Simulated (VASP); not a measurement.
## Ba: single point with PBEsol

Crystal: Ba.

```xyz
1
Lattice="4.0828 0.0000 0.0000 0.0000 4.0828 0.0000 0.0000 0.0000 4.0828" Properties=species:S:1:pos:R:3 pbc="T T T"
Ba    0.0000    0.0000    0.0000
```

This isn't the form of Ba at room conditions, which is bcc.

```
Program                : VASP 6.6.1
Task                   : single point
Functional             : PBEsol
Potentials or basis    : VASP PAW PBE potentials, release 64 (Ba_sv)
Cutoff                 : 500 eV
k mesh                 : 4 × 4 × 4
Occupations            : gaussian, width 0.1 eV
Spin                   : no spin polarisation
Dipole correction      : no
Further INCAR settings : ALGO = Normal; EDIFF = 1e-06; NBANDS = 11
```

| Quantity | Value |
| --- | --- |
| Pressure | -1.2 GPa |
| Band gap on the k mesh | zero (bands 5 and 6 overlap by 0.10 eV) |

Levels at points of the mesh, in eV from the Fermi level:
```tsv
k point	band 2	band 3	band 4	band 5	band 6	band 7	band 8	band 9
(0.00, 0.00, 0.00)	-14.05	-14.05	-14.05	-2.49	0.15	0.15	4.52	4.52
(0.50, 0.00, 0.00)	-14.59	-14.00	-14.00	-0.73	0.66	0.70	2.53	2.53
(0.50, 0.50, 0.00)	-14.52	-14.52	-13.96	-0.74	0.62	2.96	2.96	3.03
(0.50, 0.50, 0.50)	-14.45	-14.45	-14.45	0.12	0.12	0.12	3.96	5.95
```

Run time: 9.5 s on 1 thread of AMD EPYC 7R13, on a shared host, peak memory 0.13 GiB.

Caveat: the k points lie up to 0.38 Å⁻¹ apart; the PAW data sets were made with another functional, which shifts forces and pressure a little; spin-orbit coupling is left out, which moves the levels of the heavy elements.
